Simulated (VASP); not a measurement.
Here is a VASP 6.6.1 calculation.

The input INCAR:

```
PREC = Accurate
ENCUT = 520
EDIFF = 1E-6
ISMEAR = 0
SIGMA = 0.15
LREAL = F
LASPH = T
NELM = 60
ALGO = Fast
ISIF = 2
LWAVE = F
LCHARG = F
GGA = PS
NBANDS = 13
```

File KPOINTS:

```
Automatic mesh
0
Gamma
  22 22 22
```

The input POSCAR:

```
Sn
1.0
   -1.9379288474      1.9379288474      1.8723950216
    1.9379288474     -1.9379288474      1.8723950216
    1.9379288474      1.9379288474     -1.8723950216
Sn
1
Direct
    0.0000000000      0.0000000000      0.0000000000
```

Potentials or basis: VASP PAW PBE potentials, release 64 (Sn_d).

Launch:

```bash
$ cat potpaw_PBE.64/Sn_d/POTCAR > POTCAR
$ mpirun -np 1 vasp_std > vasp.out
```

What does it give for the band gap on the k mesh?

Zero (bands 7 and 8 overlap by 9.85 eV).

Predict the pressure.

-3.4 GPa.

Stress tensor (GPa, compression positive):
```
-3.15  0.00  0.00
 0.00 -3.15  0.00
 0.00  0.00 -3.94
```

Caveat: the cell differs from its parent crystal (strain +0.0350 x Voigt [1, 1, 0, 0, 0, 0]); the cell stands under tension; the PAW data sets were made with another functional, which shifts forces and pressure a little; spin-orbit coupling is left out, which moves the levels of the heavy elements.
